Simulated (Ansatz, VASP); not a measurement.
Given: the input of a run of Ansatz 0.2.0 on CuO.

File input.yaml:

```yaml
crystal:
  lattice:
    - [2.3755041962, -1.7359473225, 0.0]
    - [2.3755041962, 1.7359473225, 0.0]
    - [-0.8718787375, 0.0, 5.1260155593]
  atoms:
    - { symbol: Cu, position: [0.4968, 0.0032, 0.5] }
    - { symbol: Cu, position: [0.0032, 0.4968, 0.0] }
    - { symbol: O, position: [0.4056, 0.5714, 0.7537] }
    - { symbol: O, position: [0.5714, 0.4056, 0.2537] }
hamiltonian:
  xc: rpbe
  pseudopotentials: { kind: paw }
kpoints:
  mp_grid: { grid: [10, 10, 5] }
scf:
  occupations: { method: fermi_dirac, width: 0.05 }
output:
  forces: true
  stress: true
  eigenvalues: true
```

Potentials or basis: Ansatz PAW.

Launch:

```sh
$ ansatz run input.yaml --threads 2 --pin off --max-ram 5632MiB --backend cpu --events-out ev --progress --plain --runs-dir out
```

**Question.** Translate it to VASP 6.6.1. Potentials there: VASP PAW PBE potentials, release 64 (Cu_sv_GW, O).

**Answer.** As run (the cutoff follows the program's own potentials):

Contents of INCAR:

```
SYSTEM = CuO
  PREC = Accurate
  ENCUT = 700
  EDIFF = 1E-6
  ISMEAR = -1
  SIGMA = 0.05
  LREAL = .False.
  LASPH = .True.
  NELM = 120
  ALGO = Normal
  ISIF = 2
  LWAVE = .False.
  LCHARG = .False.
  GGA = RP
  NBANDS = 33
  GGA_COMPAT = .False.
```

KPOINTS

```
regular mesh
0
Gamma
  10 10 5
  0 0 0
```

Contents of POSCAR:

```
CuO
1.0
    2.3755041962     -1.7359473225      0.0000000000
    2.3755041962      1.7359473225      0.0000000000
   -0.8718787375      0.0000000000      5.1260155593
Cu O
2 2
Direct
    0.4968000000      0.0032000000      0.5000000000
    0.0032000000      0.4968000000      0.0000000000
    0.4056000000      0.5714000000      0.7537000000
    0.5714000000      0.4056000000      0.2537000000
```

Potentials or basis: VASP PAW PBE potentials, release 64 (Cu_sv_GW, O).

Command:

```sh
$ cat potpaw_PBE.64/Cu_sv_GW/POTCAR potpaw_PBE.64/O/POTCAR > POTCAR
$ mpirun -np 1 vasp_std > vasp.out
```

Both were run:

|  | VASP | Ansatz | Ansatz less VASP |
| --- | --- | --- | --- |
| gap on the k mesh at the Fermi level (eV) | none | none | - |
| pressure (GPa) | 1.4 | 4.3 | +2.91 |
| traceless stress, the component that is largest in VASP (GPa) | 1.58 | 1.58 | +0.001 |
| rms of the force components (eV/Å) | 0.398 | 0.395 | -0.0034 |

VASP's potentials were made for PBE, not for RPBE. Atom by atom the forces differ by 0.005 eV/Å (rms over components). A gap of «none» marks a metal or a gap that the smearing closes.
